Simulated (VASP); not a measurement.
## NaS5: single point with PBE

Crystal: NaS5.

```
Na S
1.0
     6.50773    0.00000    0.00000
    -3.25386    5.63586    0.00000
     0.00000    0.00000    3.38250
Na S
1 5
Cartesian
  0.0000 0.0000 0.0000
  0.0000 3.7572 0.0000
  3.2539 1.8786 0.0000
  3.2539 0.0000 1.6912
  1.6269 2.8179 1.6912
  -1.6269 2.8179 1.6912
```

```yaml
Program: VASP 6.6.1
Task: single point
Functional: PBE
Potentials_or_basis: VASP PAW PBE potentials, release 64 (Na_pv, S)
Cutoff: 520 eV
k_mesh: 6 × 6 × 10
Occupations: gaussian, width 0.1 eV
Spin: no spin polarisation
```

The pressure is -0.1 GPa.

Levels at points of the mesh, in eV from the Fermi level:
| k point | band 16 | band 17 | band 18 | band 19 | band 20 | band 21 | band 22 | band 23 |
| --- | --- | --- | --- | --- | --- | --- | --- | --- |
| (0.00, 0.00, 0.00) | -1.56 | -1.48 | -1.35 | -1.35 | -0.86 | 0.38 | 2.79 | 2.79 |
| (0.50, 0.00, 0.00) | -1.44 | -1.36 | -0.56 | 0.44 | 0.80 | 1.51 | 1.80 | 2.21 |
| (0.00, 0.00, 0.50) | -1.70 | -1.26 | -0.77 | -0.77 | -0.37 | 2.53 | 2.53 | 3.34 |
| (0.50, 0.00, 0.50) | -2.47 | -2.07 | -0.58 | 0.65 | 0.91 | 1.52 | 1.81 | 3.26 |

Run time: 77 s on 1 thread of Intel(R) Xeon(R) Platinum 8488C (Sapphire Rapids), on a shared host, peak memory 0.27 GiB.
